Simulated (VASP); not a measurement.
Runs of VASP 6.6.1 on MoS2. The structure is that of space group P-6m2 (No. 187), or close to it. The cells are those of the table. 

```tsv
task	level	spin	cell	k mesh	cutoff (eV)	smearing	k mesh for the DOS	occupations for the DOS	gap on the mesh (eV)	largest force (eV/Å)
single point	r2SCAN	off	a = 3.185, b = 3.185, c = 17.335 Å, angles 90.0, 90.0, 120.0°, 3 atoms	12 × 12 × 2	520	gaussian 0.02 eV	-	-	1.75	0.21
single point	PBE	collinear, ferromagnetic start	a = 3.184, b = 3.184, c = 17.335 Å, angles 90.0, 90.0, 120.0°, 3 atoms	6 × 6 × 1	520	gaussian 0.1 eV	-	-	1.60	0.21
single point	PBE	off	a = 3.185, b = 3.185, c = 17.335 Å, angles 90.0, 90.0, 120.0°, 3 atoms	12 × 12 × 2	520	gaussian 0.02 eV	-	-	1.67	(a)
relaxation of cell and atoms	PBE	off	relaxed from a = 3.184, b = 3.184, c = 17.335 Å, angles 90.0, 90.0, 120.0°, 3 atoms	12 × 12 × 2	600	gaussian 0.02 eV	-	-	1.67	-
```

Alike in all rows: potentials or basis VASP PAW PBE potentials, release 64 (Mo_sv, S).

**Question.** Estimate the missing entries.

**Answer.** (a) 0.01.

Caveats: the PAW data sets were made with another functional, which shifts forces and pressure a little (some runs).

A k mesh can miss the band edges, and the runs leave out spin-orbit coupling on Mo.
